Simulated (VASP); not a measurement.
# HfO2 (Fm-3m) in VASP: a series of runs, part 2 of 3

VASP 6.6.1. The steps go on from the part before.

## 5. Relaxation of cell and atoms, PBE, target pressure 1 GPa, at which the enthalpy is minimised

This run uses another cell than the first one, of 11.04 Å³/atom, 1.004 times its volume.

INCAR

```
  PREC = Accurate
  ENCUT = 600
  EDIFF = 1E-7
  ISMEAR = 0
  SIGMA = 0.01
  LREAL = F
  LASPH = T
  NELM = 100
  ALGO = Normal
  ISIF = 3
  LWAVE = F
  LCHARG = F
  GGA = PE
  IBRION = 2
  NSW = 80
  EDIFFG = -0.001
  PSTRESS = 10.0
```

KPOINTS

```
Automatic mesh
0
Gamma
  8 8 8
```

POSCAR

```
HfO2
1.0
    0.0000000000      2.5488057606      2.5488057606
    2.5488057606      0.0000000000      2.5488057606
    2.5488057606      2.5488057606      0.0000000000
Hf O
1 2
Direct
    0.0000000000      0.0000000000      0.0000000000
    0.2500000000      0.2500000000      0.2500000000
    0.7500000000      0.7500000000      0.7500000000
```

Potentials or basis: VASP PAW PBE potentials, release 64 (Hf_pv, O).

Launch:

```console
$ cat potpaw_PBE.64/Hf_pv/POTCAR potpaw_PBE.64/O/POTCAR > POTCAR
$ mpirun -np 1 vasp_std > vasp.out
```

OUTCAR:

```text
PREC = Accurate
   ENCUT = 600
   EDIFF = 1E-7
   ISMEAR = 0
   LREAL = F
   LASPH = T
   NELM = 100
   ISIF = 3
   GGA = PE
   IBRION = 2
   NSW = 80
   EDIFFG = -0.001
   PSTRESS = 10.0

 ion  position               nearest neighbor table
   1  0.000  0.000  0.000-   3 2.21   3 2.21   3 2.21   2 2.21   2 2.21   2 2.21   3 2.21   2 2.21

   2  0.250  0.250  0.250-   1 2.21   1 2.21   1 2.21   1 2.21
   3  0.750  0.750  0.750-   1 2.21   1 2.21   1 2.21   1 2.21

  LATTYP: Found a face centered cubic cell.
 ALAT       =     5.0976115212

  Lattice vectors:

 A1 = (   0.0000000000,   2.5488057606,   2.5488057606)
 A2 = (   2.5488057606,   0.0000000000,   2.5488057606)
 A3 = (   2.5488057606,   2.5488057606,   0.0000000000)

Analysis of symmetry for initial positions (statically):
=====================================================================
 Subroutine PRICEL returns:
 Original cell was already a primitive cell.

 Routine SETGRP: Setting up the symmetry group for a
 face centered cubic supercell.

 Subroutine GETGRP returns: Found 48 space group operations
 (whereof 48 operations were pure point group operations)
 out of a pool of 48 trial point group operations.

The static configuration has the point symmetry O_h .

Analysis of symmetry for dynamics (positions and initial velocities):
=====================================================================
 Subroutine PRICEL returns:
 Original cell was already a primitive cell.

 Routine SETGRP: Setting up the symmetry group for a
 face centered cubic supercell.

 Subroutine GETGRP returns: Found 48 space group operations
 (whereof 48 operations were pure point group operations)
 out of a pool of 48 trial point group operations.

The dynamic configuration has the point symmetry O_h .

 Subroutine INISYM returns: Found 48 space group operations
 (whereof 48 operations are pure point group operations),
 and found     1 'primitive' translations

----------------------------------------------------------------------------------------

                                     Primitive cell

  volume of cell :      33.1162

  direct lattice vectors                    reciprocal lattice vectors
     0.000000000  2.548805761  2.548805761    -0.196170304  0.196170304  0.196170304
     2.548805761  0.000000000  2.548805761     0.196170304 -0.196170304  0.196170304
     2.548805761  2.548805761  0.000000000     0.196170304  0.196170304 -0.196170304

  length of vectors
     3.604555674  3.604555674  3.604555674     0.339776933  0.339776933  0.339776933

  position of ions in fractional coordinates (direct lattice)
     0.000000000  0.000000000  0.000000000
     0.250000000  0.250000000  0.250000000
     0.750000000  0.750000000  0.750000000

  ion indices of the primitive-cell ions
   primitive index   ion index
                 1           1
                 2           2
                 3           3

[... 53 lines left out ...]
   k-points           NKPTS =     29   k-points in BZ     NKDIM =     29   number of bands    NBANDS=     15
   number of dos      NEDOS =    301   number of ions     NIONS =      3
   total plane-waves  NPLWV =  27000
   dimension x,y,z NGX =    30 NGY =   30 NGZ =   30
   dimension x,y,z NGXF=    60 NGYF=   60 NGZF=   60
   ions per type =               1   2
   NGX,Y,Z   is equivalent  to a cutoff of  13.84, 13.84, 13.84 a.u.
   NGXF,Y,Z  is equivalent  to a cutoff of  27.67, 27.67, 27.67 a.u.
 SYSTEM =  unknown system
   PREC   = accura    normal or accurate (medium, high low for compatibility)
   ISTART =      0    job   : 0-new  1-cont  2-samecut
   ICHARG =      2    charge: 1-file 2-atom 10-const
   ISPIN  =      1    spin polarized calculation?
   LNONCOLLINEAR =      F non collinear calculations
   LSORBIT =      F    spin-orbit coupling
   LASPH  =      T    aspherical Exc in radial PAW
   ENCUT  =  600.0 eV  44.10 Ry    6.64 a.u.   7.20  7.20  7.20*2*pi/ulx,y,z
   NELM   =    100;   NELMIN=  2; NELMDL= -5     # of ELM steps
   EDIFF  = 0.1E-06   stopping-criterion for ELM
   LREAL  =      F    real-space projection
   EDIFFG = -.1E-02   stopping-criterion for IOM
   NSW    =     80    number of steps for IOM
   IBRION =      2    ionic relax: 0-MD 1-quasi-New 2-CG
   NFREE  =      1    steps in history (QN), initial steepest desc. (CG)
   ISIF   =      3    stress and relaxation
   ISYM   =      2    0-nonsym 1-usesym 2-fastsym
   POTIM  = 0.5000    time-step for ionic-motion
   TEBEG  =    0.0;   TEEND  =   0.0 temperature during run
   PSTRESS=   10.0 pullay stress
   NELECT =      22.0000    total number of electrons
   NUPDOWN=      -1.0000    fix difference up-down
   EMIN   =  10.00;   EMAX   =-10.00  energy-range for DOS
   EFERMI =   0.00;   METHOD = LEGACY
   ISMEAR =     0;   SIGMA  =   0.01  broadening in eV -4-tet -1-fermi 0-gaus
   EFERMI_NEDOS =   21; number of points for ismear=-14 and -15
   IALGO  =     38    algorithm
   IMIX   =      4    mixing-type and parameters
     AMIX     =   0.40;   BMIX     =  1.00
     AMIX_MAG =   1.60;   BMIX_MAG =  1.00
  volume/ion in A,a.u.               =      11.04        74.49
  Fermi-wavevector in a.u.,A,eV,Ry     =   1.428463  2.699404 27.762776  2.040506
  Thomas-Fermi vector in A             =   2.548522
   LORBIT       =      0    0 simple, 1 ext, 2 COOP (PROOUT), +10 PAW based schemes
   GGA     = PE    functional components
   LHFCALC =     F    Hartree Fock is set to
   AEXX    =    0.0000 exact exchange contribution
   IVDW    =     0    specifies the selected vdW correction
   LEPSILON=     F    determine dielectric tensor
   LRPA    =     F    only Hartree local field effects (RPA)
 conjugate gradient relaxation of ions
 non-spin polarized calculation
 Gauss-broadening in eV      SIGMA  =   0.01
  energy-cutoff  :      600.00
  volume of cell :       33.12
 maximum number of plane-waves:      1124
 NGX is ok and might be reduce to    30
   NGX = 15   NGY = 15   NGZ = 15

--------------------------------------- Ionic step        1  -------------------------------------------

 number of electron      21.9999994 magnetization

 Free energy of the ion-electron system (eV)
  ---------------------------------------------------
  ext. energy  EPLUGINS =         0.00000000
  ---------------------------------------------------
  free energy    TOTEN  =       -30.24867094 eV

  energy without entropy =      -30.24867094  energy(sigma->0) =      -30.24867094

------------------------ aborting loop because EDIFF is reached ----------------------------------------

  FORCE on cell =-STRESS in cart. coord.  units (eV):
  Direction    XX          YY          ZZ          XY          YZ          ZX
  --------------------------------------------------------------------------------------
  -------------------------------------------------------------------------------------
  Total       -0.8009509     -0.8009509     -0.8009509      0.0000000      0.0000000      0.0000000
  in kB      -38.7504040    -38.7504040    -38.7504040      0.0000000      0.0000000      0.0000000
  external PRESSURE =     -48.7504040 kB  Pullay stress =      10.0000000 kB
[... 182 lines left out ...]
--------------------------------------- Ionic step        6  -------------------------------------------

 number of electron      21.9999997 magnetization

 Free energy of the ion-electron system (eV)
  ---------------------------------------------------
  ext. energy  EPLUGINS =         0.00000000
  ---------------------------------------------------
  free energy    TOTEN  =       -30.25470541 eV

  energy without entropy =      -30.25470541  energy(sigma->0) =      -30.25470541

 E-fermi :   4.3743     XC(G=0): -11.8573

 val. band max:        4.3074638934   @ k =   0.5000   0.5000   0.0000
 cond. band min:       8.1203758383   @ k =   0.5000   0.5000   0.0000
 fundamental gap:      3.8129119450
 Fermi energy:         4.3742783451

 k-point     1 :       0.0000    0.0000    0.0000
  band No.  band energies     occupation
      1     -25.3618      2.00000
      2     -25.3618      2.00000
      3     -25.3618      2.00000
      4     -14.4457      2.00000
      5     -11.3960      2.00000
      6      -1.0564      2.00000
      7      -1.0564      2.00000
      8      -1.0564      2.00000
      9       3.6993      2.00000
     10       3.6993      2.00000
     11       3.6993      2.00000
     12       8.1989      0.00000
     13       8.1989      0.00000
     14      10.1749      0.00000
[... 401 lines left out ...]
      2     -25.5385      2.00000
      3     -25.4404      2.00000
      4     -12.8457      2.00000
      5     -12.2875      2.00000
      6      -0.5359      2.00000
      7      -0.1821      2.00000
      8       0.7791      2.00000
      9       2.0819      2.00000
     10       2.9504      2.00000
     11       3.0559      2.00000
     12       8.9258      0.00000
     13       9.3319      0.00000
     14      11.3400      0.00000
     15      12.4338      0.00000

 [... further k-points ...]
[... 5 lines left out ...]
  --------------------------------------------------------------------------------------
  -------------------------------------------------------------------------------------
  Total        0.2025458      0.2025458      0.2025458      0.0000000      0.0000000     -0.0000000
  in kB        9.9958600      9.9958600      9.9958600      0.0000000      0.0000000     -0.0000000
  external PRESSURE =      -0.0041400 kB  Pullay stress =      10.0000000 kB
[... 22 lines left out ...]
  energy  without entropy=      -30.2547054112  energy(sigma->0) =      -30.25470541

  enthalpy is  TOTEN    =       -30.0520757223 eV   P V=        0.2026296889

 reached required accuracy - stopping structural energy minimisation
```

CONTCAR:

```text
HfO2
   1.00000000000000
    -0.0000000000000000    2.5319855418478681    2.5319855418478681
     2.5319855418478681    0.0000000000000000    2.5319855418478681
     2.5319855418478681    2.5319855418478681    0.0000000000000000
  Hf              O
     1     2
Direct
     0.0000000000000000    0.0000000000000000    0.0000000000000000
     0.2500000000000000    0.2500000000000000    0.2500000000000000
     0.7500000000000000    0.7500000000000000    0.7500000000000000

  0.00000000E+00  0.00000000E+00  0.00000000E+00
  0.00000000E+00  0.00000000E+00  0.00000000E+00
  0.00000000E+00  0.00000000E+00  0.00000000E+00
```

It took 68 s on 1 thread of Intel Xeon Platinum 8488C (Sapphire Rapids), shared host; peak memory 0.18 GiB.

Results:

- Free energy: -30.2547 eV
- Relaxed volume: 10.82 Å³/atom
- Relaxed cell: a = 3.581 Å, b = 3.581 Å, c = 3.581 Å, α = 60.00°, β = 60.00°, γ = 60.00°
- Space group after relaxing (to 0.05 Å): Fm-3m (No. 225)
- Energy change on relaxing (the enthalpy is what falls): -2.0 meV/atom
- Ionic steps: 6
- Pressure after relaxing: 1.0 GPa
- Band gap on the k mesh: 3.81 eV, direct

Step by step:
```tsv
step	energy change (eV)	largest force (eV/Å)	pressure (GPa)	volume (Å³)
1	0.0000	0.0000	-3.88	33.12
2	0.0223	0.0000	8.95	31.53
3	-0.0061	0.0000	0.97	32.47
4	-0.0060	0.0000	1.07	32.46
5	-0.0061	0.0000	0.92	32.48
6	-0.0060	0.0000	1.00	32.46
```

Final structure:
```xyz
3
Lattice="0.0000 2.5320 2.5320 2.5320 0.0000 2.5320 2.5320 2.5320 0.0000" Properties=species:S:1:pos:R:3 pbc="T T T"
Hf    0.0000    0.0000    0.0000
O     1.2660    1.2660    1.2660
O     3.7980    3.7980    3.7980
```

Caveat: the cell is relaxed towards a set pressure, so the enthalpy falls and the energy may rise; spin-orbit coupling is left out, which moves the levels of the heavy elements.

(Part 2 of 3 ends here.)
